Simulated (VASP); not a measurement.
# Ca (Fm-3m) in VASP: a series of runs

The runs below take Ca through single point, relaxation of cell and atoms, with PBE.

All numbers are computed with VASP 6.6.1; they aren't measurements. Logs are shortened: lines on timing, memory, paths and dates and some standing lists are left out, and cuts for length are marked.

**1. The cell of the first run**

Symmetry: Fm-3m, No. 225, cubic system. The conventional cell has a = 5.213 Å, b = 5.213 Å, c = 5.213 Å, α = 90.00°, β = 90.00°, γ = 90.00°. Within 4.8 Å of Ca (site symmetry m-3m) lie 12 Ca at 3.69 Å.

**2. Single point, PBE (volume scaled by 0.84)**

File INCAR:

```
PREC = Accurate ; ENCUT = 520
EDIFF = 1E-6 ; ISMEAR = -1
SIGMA = 0.08 ; LREAL = F
LASPH = T ; NELM = 60
ALGO = Normal ; ISIF = 2
LWAVE = F ; LCHARG = T
GGA = PE ; LELF = T
LVHAR = T ; NBANDS = 11
```

File KPOINTS:

```
regular mesh
0
Gamma
  12 12 12
```

File POSCAR:

```
Ca
1.0
    0.0000000000      2.6067212686      2.6067212686
    2.6067212686      0.0000000000      2.6067212686
    2.6067212686      2.6067212686      0.0000000000
Ca
1
Direct
    0.0000000000      0.0000000000      0.0000000000
```

Potentials or basis: VASP PAW PBE potentials, release 64 (Ca_sv).

On the command line:

```
$ cat potpaw_PBE.64/Ca_sv/POTCAR > POTCAR
$ mpirun -np 1 vasp_std > vasp.out
```

OUTCAR:

```text
PREC = Accurate
   ENCUT = 520
   EDIFF = 1E-6
   ISMEAR = -1
   LREAL = F
   LASPH = T
   NELM = 60
   ISIF = 2
   GGA = PE

 ion  position               nearest neighbor table
   1  0.000  0.000  0.000-

  LATTYP: Found a face centered cubic cell.
 ALAT       =     5.2134425372

  Lattice vectors:

 A1 = (   0.0000000000,   2.6067212686,   2.6067212686)
 A2 = (   2.6067212686,   0.0000000000,   2.6067212686)
 A3 = (   2.6067212686,   2.6067212686,   0.0000000000)

Analysis of symmetry for initial positions (statically):
=====================================================================
 Subroutine PRICEL returns:
 Original cell was already a primitive cell.

 Routine SETGRP: Setting up the symmetry group for a
 face centered cubic supercell.

 Subroutine GETGRP returns: Found 48 space group operations
 (whereof 48 operations were pure point group operations)
 out of a pool of 48 trial point group operations.

The static configuration has the point symmetry O_h .

Analysis of symmetry for dynamics (positions and initial velocities):
=====================================================================
 Subroutine PRICEL returns:
 Original cell was already a primitive cell.

 Routine SETGRP: Setting up the symmetry group for a
 face centered cubic supercell.

 Subroutine GETGRP returns: Found 48 space group operations
 (whereof 48 operations were pure point group operations)
 out of a pool of 48 trial point group operations.

The dynamic configuration has the point symmetry O_h .

 Subroutine INISYM returns: Found 48 space group operations
 (whereof 48 operations are pure point group operations),
 and found     1 'primitive' translations

----------------------------------------------------------------------------------------

                                     Primitive cell

  volume of cell :      35.4253

  direct lattice vectors                    reciprocal lattice vectors
     0.000000000  2.606721269  2.606721269    -0.191811839  0.191811839  0.191811839
     2.606721269  0.000000000  2.606721269     0.191811839 -0.191811839  0.191811839
     2.606721269  2.606721269  0.000000000     0.191811839  0.191811839 -0.191811839

  length of vectors
     3.686460571  3.686460571  3.686460571     0.332227850  0.332227850  0.332227850

  position of ions in fractional coordinates (direct lattice)
     0.000000000  0.000000000  0.000000000

  ion indices of the primitive-cell ions
   primitive index   ion index
                 1           1

----------------------------------------------------------------------------------------

 KPOINTS: regular mesh

Automatic generation of k-mesh.
 Grid dimensions read from file:
 generate k-points for:   12   12   12

 Generating k-lattice:

  Cartesian coordinates                     Fractional coordinates (reciprocal lattice)
    -0.015984320  0.015984320  0.015984320     0.083333333  0.000000000  0.000000000
     0.015984320 -0.015984320  0.015984320     0.000000000  0.083333333  0.000000000
     0.015984320  0.015984320 -0.015984320     0.000000000  0.000000000  0.083333333

  Length of vectors
     0.027685654  0.027685654  0.027685654

  Shift w.r.t. Gamma in fractional coordinates (k-lattice)
     0.000000000  0.000000000  0.000000000

 Subroutine IBZKPT returns following result:
 ===========================================

 Found     72 irreducible k-points:

 Following reciprocal coordinates:
            Coordinates               Weight
  0.000000  0.000000  0.000000      1.000000
  0.083333  0.000000  0.000000      8.000000
  0.166667  0.000000  0.000000      8.000000
  0.250000  0.000000  0.000000      8.000000
  0.333333  0.000000  0.000000      8.000000
  0.416667  0.000000  0.000000      8.000000
[... 16 lines left out ...]
  0.500000  0.166667  0.000000     24.000000
 -0.416667  0.166667  0.000000     24.000000
 [... further k-points ...]
   k-points           NKPTS =     72   k-points in BZ     NKDIM =     72   number of bands    NBANDS=     11
   number of dos      NEDOS =    301   number of ions     NIONS =      1
   total plane-waves  NPLWV =  21952
   dimension x,y,z NGX =    28 NGY =   28 NGZ =   28
   dimension x,y,z NGXF=    56 NGYF=   56 NGZF=   56
   ions per type =               1
   NGX,Y,Z   is equivalent  to a cutoff of  12.63, 12.63, 12.63 a.u.
   NGXF,Y,Z  is equivalent  to a cutoff of  25.25, 25.25, 25.25 a.u.
 SYSTEM =  unknown system
   PREC   = accura    normal or accurate (medium, high low for compatibility)
   ISTART =      0    job   : 0-new  1-cont  2-samecut
   ICHARG =      2    charge: 1-file 2-atom 10-const
   ISPIN  =      1    spin polarized calculation?
   LNONCOLLINEAR =      F non collinear calculations
   LSORBIT =      F    spin-orbit coupling
   LASPH  =      T    aspherical Exc in radial PAW
   ENCUT  =  520.0 eV  38.22 Ry    6.18 a.u.   6.85  6.85  6.85*2*pi/ulx,y,z
   NELM   =     60;   NELMIN=  2; NELMDL= -5     # of ELM steps
   EDIFF  = 0.1E-05   stopping-criterion for ELM
   LREAL  =      F    real-space projection
   EDIFFG = 0.1E-04   stopping-criterion for IOM
   NSW    =      0    number of steps for IOM
   IBRION =     -1    ionic relax: 0-MD 1-quasi-New 2-CG
   NFREE  =      0    steps in history (QN), initial steepest desc. (CG)
   ISIF   =      2    stress and relaxation
   ISYM   =      2    0-nonsym 1-usesym 2-fastsym
   POTIM  = 0.5000    time-step for ionic-motion
   TEBEG  =    0.0;   TEEND  =   0.0 temperature during run
   PSTRESS=    0.0 pullay stress
   NELECT =      10.0000    total number of electrons
   NUPDOWN=      -1.0000    fix difference up-down
   EMIN   =  10.00;   EMAX   =-10.00  energy-range for DOS
   EFERMI =   0.00;   METHOD = LEGACY
   ISMEAR =    -1;   SIGMA  =   0.08  broadening in eV -4-tet -1-fermi 0-gaus
   EFERMI_NEDOS =   21; number of points for ismear=-14 and -15
   IALGO  =     38    algorithm
   IMIX   =      4    mixing-type and parameters
     AMIX     =   0.40;   BMIX     =  1.00
     AMIX_MAG =   1.60;   BMIX_MAG =  1.00
  volume/ion in A,a.u.               =      35.43       239.06
  Fermi-wavevector in a.u.,A,eV,Ry     =   1.073916  2.029407 15.691533  1.153295
  Thomas-Fermi vector in A             =   2.209729
   LORBIT       =      0    0 simple, 1 ext, 2 COOP (PROOUT), +10 PAW based schemes
   GGA     = PE    functional components
   LHFCALC =     F    Hartree Fock is set to
   AEXX    =    0.0000 exact exchange contribution
   IVDW    =     0    specifies the selected vdW correction
   LEPSILON=     F    determine dielectric tensor
   LRPA    =     F    only Hartree local field effects (RPA)
 non-spin polarized calculation
  energy-cutoff  :      520.00
  volume of cell :       35.43
 maximum number of plane-waves:       964
   NGX = 13   NGY = 13   NGZ = 13

 number of electron      10.0000000 magnetization

 number of electron       9.9999997 magnetization

 Free energy of the ion-electron system (eV)
  ---------------------------------------------------
  ext. energy  EPLUGINS =         0.00000000
  ---------------------------------------------------
  free energy    TOTEN  =        -1.86577327 eV

  energy without entropy =       -1.84065756  energy(sigma->0) =       -1.85321542

 E-fermi :   2.7181     XC(G=0):  -8.2962

 val. band max:        2.7096034487   @ k =  -0.3333   0.3333   0.1667
 cond. band min:       2.7266426937   @ k =   0.5000   0.0000   0.0000
 fundamental gap:      0.0170392450
 Fermi energy:         2.7181093504

 k-point     1 :       0.0000    0.0000    0.0000
  band No.  band energies     occupation
      1     -38.9129      2.00000
      2     -19.7946      2.00000
      3     -19.7946      2.00000
      4     -19.7946      2.00000
      5      -1.6213      2.00000
      6       5.2733      0.00000
      7       5.2733      0.00000
      8       5.2733      0.00000
      9       6.5846      0.00000
     10       6.5846      0.00000
     11      12.6158      0.00000

 k-point     2 :       0.0833    0.0000    0.0000
  band No.  band energies     occupation
      1     -38.9108      2.00000
      2     -19.8125      2.00000
      3     -19.7969      2.00000
      4     -19.7969      2.00000
      5      -1.4830      2.00000
      6       5.1192      0.00000
      7       5.3281      0.00000
      8       5.3281      0.00000
      9       6.5343      0.00000
     10       6.5343      0.00000
     11      12.8231      0.00000

 k-point     3 :       0.1667    0.0000    0.0000
  band No.  band energies     occupation
      1     -38.9052      2.00000
      2     -19.8609      2.00000
      3     -19.8032      2.00000
      4     -19.8032      2.00000
      5      -1.0803      2.00000
      6       4.7263      0.00000
      7       5.4349      0.00000
      8       5.4349      0.00000
      9       6.4675      0.00000
     10       6.4675      0.00000
     11      12.6503      0.00000

 k-point     4 :       0.2500    0.0000    0.0000
  band No.  band energies     occupation
      1     -38.8976      2.00000
      2     -19.9262      2.00000
      3     -19.8118      2.00000
      4     -19.8118      2.00000
      5      -0.4516      2.00000
      6       4.2185      0.00000
      7       5.4334      0.00000
      8       5.4334      0.00000
      9       6.5903      0.00000
     10       6.5903      0.00000
     11      11.3137      0.00000

 k-point     5 :       0.3333    0.0000    0.0000
  band No.  band energies     occupation
      1     -38.8899      2.00000
      2     -19.9906      2.00000
      3     -19.8204      2.00000
      4     -19.8204      2.00000
      5       0.3340      2.00000
      6       3.6700      0.00001
      7       5.3023      0.00000
      8       5.3023      0.00000
      9       6.9300      0.00000
     10       6.9300      0.00000
     11      10.1488      0.00000
[... 211 lines left out ...]
 k-point    21 :       0.3333    0.1667    0.0000
  band No.  band energies     occupation
      1     -38.8900      2.00000
      2     -19.9536      2.00000
      3     -19.8389      2.00000
      4     -19.8380      2.00000
      5       0.2152      2.00000
      6       3.8922      0.00000
      7       4.9670      0.00000
      8       5.7295      0.00000
      9       6.4109      0.00000
     10       7.1274      0.00000
     11      11.0726      0.00000

 k-point    22 :       0.4167    0.1667    0.0000
  band No.  band energies     occupation
      1     -38.8837      2.00000
      2     -19.9998      2.00000
      3     -19.8535      2.00000
      4     -19.8435      2.00000
      5       1.0023      2.00000
      6       3.4469      0.00022
      7       4.7109      0.00000
      8       5.6196      0.00000
      9       6.9521      0.00000
     10       7.3933      0.00000
     11       9.7796      0.00000

 k-point    23 :       0.5000    0.1667    0.0000
  band No.  band energies     occupation
      1     -38.8798      2.00000
      2     -20.0272      2.00000
      3     -19.8672      2.00000
      4     -19.8436      2.00000
      5       1.7962      1.99998
      6       2.9245      0.14089
      7       4.6043      0.00000
      8       5.5084      0.00000
      9       7.4650      0.00000
     10       7.4747      0.00000
     11       8.9332      0.00000

 k-point    24 :      -0.4167    0.1667    0.0000
  band No.  band energies     occupation
      1     -38.8793      2.00000
      2     -20.0295      2.00000
      3     -19.8757      2.00000
      4     -19.8383      2.00000
      5       2.0069      1.99972
      6       2.7958      0.54950
      7       4.5629      0.00000
      8       5.4653      0.00000
      9       7.2324      0.00000
     10       7.7573      0.00000
     11       8.8815      0.00000

 [... further k-points ...]

------------------------ aborting loop because EDIFF is reached ----------------------------------------

  FORCE on cell =-STRESS in cart. coord.  units (eV):
  Direction    XX          YY          ZZ          XY          YZ          ZX
  --------------------------------------------------------------------------------------
  -------------------------------------------------------------------------------------
  Total        0.8883121      0.8883121      0.8883121      0.0000000     -0.0000000     -0.0000000
  in kB       40.1756007     40.1756007     40.1756007      0.0000000     -0.0000000     -0.0000000
  external PRESSURE =      40.1756007 kB  Pullay stress =       0.0000000 kB

 VOLUME and BASIS-vectors are now :
 -----------------------------------------------------------------------------
  energy-cutoff  :      520.00
  volume of cell :       35.43
      direct lattice vectors                 reciprocal lattice vectors
     0.000000000  2.606721269  2.606721269    -0.191811839  0.191811839  0.191811839
     2.606721269  0.000000000  2.606721269     0.191811839 -0.191811839  0.191811839
     2.606721269  2.606721269  0.000000000     0.191811839  0.191811839 -0.191811839

 POSITION                                       TOTAL-FORCE (eV/Angst)
 -----------------------------------------------------------------------------------
      0.00000      0.00000      0.00000         0.000000      0.000000      0.000000
 -----------------------------------------------------------------------------------
    total drift:                               -0.000000     -0.000000     -0.000000

  FREE ENERGIE OF THE ION-ELECTRON SYSTEM (eV)
  ---------------------------------------------------
  free  energy   TOTEN  =        -1.8657732724 eV

  energy  without entropy=       -1.8406575589  energy(sigma->0) =       -1.85321542
```

It took 38 s on 1 thread of Intel Xeon 6975P-C, shared host; peak memory 0.17 GiB.

What came out:

* Free energy: -1.8658 eV
* Pressure: 4.0 GPa
* Band gap on the k mesh: zero (band 5 reaches 2.79 eV, above the bottom of band 6 at 2.69 eV)

Levels at points of the mesh, in eV from the Fermi level:
```
           k point  band 3  band 4  band 5  band 6  band 7  band 8
(0.00, 0.00, 0.00)  -22.51  -22.51   -4.34    2.56    2.56    2.56
(0.50, 0.00, 0.00)  -22.55  -22.55   -1.08    0.01    2.41    2.41
(0.50, 0.50, 0.00)  -22.61  -22.61   -0.67    0.45    1.34    4.71
```

Caveat: the cell differs from its parent crystal (volume scaled by 0.84).

**3. Single point, PBE (volume scaled by 0.92)**

File INCAR:

```
PREC = Accurate
ENCUT = 520
EDIFF = 1E-7
ISMEAR = -1
SIGMA = 0.08
LREAL = False
LASPH = True
NELM = 80
ALGO = Normal
ISIF = 2
LWAVE = False
LCHARG = False
GGA = PE
NBANDS = 11
```

File KPOINTS:

```
Automatic mesh
0
Gamma
  12 12 12
```

File POSCAR:

```
Ca
1.0
    0.0000000000      2.6869779913      2.6869779913
    2.6869779913      0.0000000000      2.6869779913
    2.6869779913      2.6869779913      0.0000000000
Ca
1
Direct
    0.0000000000      0.0000000000      0.0000000000
```

Potentials or basis: VASP PAW PBE potentials, release 64 (Ca_sv).

On the command line:

```
$ cat potpaw_PBE.64/Ca_sv/POTCAR > POTCAR
$ mpirun -np 1 vasp_std > vasp.out
```

Run time: 44 s. Hardware: 1 thread of Intel Xeon 6975P-C, shared host; peak memory 0.17 GiB.

Results (log left out):

- Free energy: -1.9252 eV
- Pressure: 1.7 GPa
- Band gap on the k mesh: zero (band 5 reaches 2.45 eV, above the bottom of band 6 at 2.22 eV)

Levels at points of the mesh, in eV from the Fermi level:
```csv
k point,band 2,band 3,band 4,band 5,band 6,band 7,band 8,band 9
"(0.00, 0.00, 0.00)",-22.73,-22.73,-22.73,-4.18,2.45,2.45,2.45,3.63
"(0.50, 0.00, 0.00)",-22.92,-22.75,-22.75,-1.02,-0.09,2.32,2.32,4.39
"(0.50, 0.50, 0.00)",-22.90,-22.80,-22.80,-0.55,0.52,1.13,4.38,4.59
```

Caveat: the cell differs from its parent crystal (volume scaled by 0.92).

**4. Single point, PBE**

This run uses another cell than the first one, of 42.17 Å³/atom, 1.190 times its volume.

File INCAR:

```
PREC     = Accurate       # precision mode
ENCUT    = 520            # plane-wave cutoff, eV
EDIFF    = 1E-7           # SCF threshold, eV
ISMEAR   = -1             # smearing method
SIGMA    = 0.08           # smearing width, eV
LREAL    = F              # projectors in reciprocal space
LASPH    = T              # aspherical terms in the spheres
NELM     = 100            # most SCF steps
ALGO     = Normal         # electronic algorithm
ISIF     = 2              # what is computed and relaxed
LWAVE    = F              # write WAVECAR
LCHARG   = F              # write CHGCAR
GGA      = PE             # functional
NBANDS   = 11             # bands
```

KPOINTS is that of step 3.

File POSCAR:

```
Ca
1.0
    0.0000000000      2.7627070339      2.7627070339
    2.7627070339      0.0000000000      2.7627070339
    2.7627070339      2.7627070339      0.0000000000
Ca
1
Direct
    0.0000000000      0.0000000000      0.0000000000
```

On the command line:

```
$ cat potpaw_PBE.64/Ca_sv/POTCAR > POTCAR
$ mpirun -np 1 vasp_std > vasp.out
```

It took 57 s on 1 thread of Intel Xeon 6975P-C, shared host; peak memory 0.18 GiB.

Results (log left out):

* Free energy: -1.9429 eV
* Pressure: 0.0 GPa
* Band gap on the k mesh: zero (band 5 reaches 2.16 eV, above the bottom of band 6 at 1.80 eV)

Levels at points of the mesh, in eV from the Fermi level:
```tsv
k point	band 1	band 2	band 3	band 4	band 5	band 6	band 7	band 8	band 9	band 10
(0.00, 0.00, 0.00)	-42.01	-22.93	-22.93	-22.93	-4.03	2.34	2.34	2.34	3.41	3.41
(0.50, 0.00, 0.00)	-42.00	-23.07	-22.95	-22.95	-0.99	-0.16	2.23	2.23	4.10	4.10
(0.50, 0.50, 0.00)	-41.99	-23.06	-22.98	-22.98	-0.46	0.58	0.97	4.09	4.28	4.28
```

**5. Relaxation of cell and atoms, PBE**

This run uses another cell than the first one, of 42.17 Å³/atom, 1.190 times its volume.

File INCAR:

```
  PREC = Accurate
  ENCUT = 600
  EDIFF = 1E-6
  ISMEAR = -1
  SIGMA = 0.08
  LREAL = False
  LASPH = True
  NELM = 80
  ALGO = Normal
  ISIF = 3
  LWAVE = False
  LCHARG = False
  GGA = PE
  IBRION = 2
  NSW = 60
  EDIFFG = -0.005
```

KPOINTS is that of step 4.

POSCAR is that of step 4.

On the command line:

```
$ cat potpaw_PBE.64/Ca_sv/POTCAR > POTCAR
$ mpirun -np 1 vasp_std > vasp.out
```

It took 1.8 min on 1 thread of AMD EPYC 7R13, shared host; peak memory 0.18 GiB.

The run converged. Its results:

| Property | Result |
| --- | --- |
| Free energy | -1.9428 eV |
| Relaxed volume | 42.27 Å³/atom |
| Relaxed cell | a = 3.910 Å, b = 3.910 Å, c = 3.910 Å, α = 60.00°, β = 60.00°, γ = 60.00° |
| Space group after relaxing (to 0.05 Å) | Fm-3m (No. 225) |
| Energy gained by relaxing | 0.0 meV/atom |
| Ionic steps | 4 |
| Pressure after relaxing | 0.0 GPa |
| Band gap on the k mesh | zero (band 5 reaches 2.15 eV, above the bottom of band 6 at 1.79 eV) |

Final structure:
```
Ca
1.0
     0.00000    2.76491    2.76491
     2.76491    0.00000    2.76491
     2.76491    2.76491    0.00000
Ca
1
Direct
  0.00000 0.00000 0.00000
```

Levels at points of the mesh, in eV from the Fermi level:
```
           k point  band 2  band 3  band 4  band 5  band 6  band 7  band 8  band 9
(0.00, 0.00, 0.00)  -22.93  -22.93  -22.93   -4.02    2.34    2.34    2.34    3.41
(0.50, 0.00, 0.00)  -23.07  -22.95  -22.95   -0.98   -0.16    2.22    2.22    4.09
(0.50, 0.50, 0.00)  -23.06  -22.98  -22.98   -0.45    0.58    0.96    4.08    4.27
```

**6. Summary**

```csv
task,cell,cutoff (eV),gap on the mesh (eV),pressure (GPa)
single point,"a = 3.686 Å, angles 60.0°, 1 atom",520,none,4.0
single point,"a = 3.800 Å, angles 60.0°, 1 atom",520,none,1.7
single point,"a = 3.907 Å, angles 60.0°, 1 atom",520,none,0.0
relaxation of cell and atoms,"relaxed from a = 3.907 Å, angles 60.0°, 1 atom",600,none,0.0
```

Alike in all rows: level PBE; potentials or basis VASP PAW PBE potentials, release 64 (Ca_sv); no spin polarisation; k mesh 12 × 12 × 12; smearing fermi-dirac 0.08 eV.

Absolute energies hang on the potentials; compare differences alone.
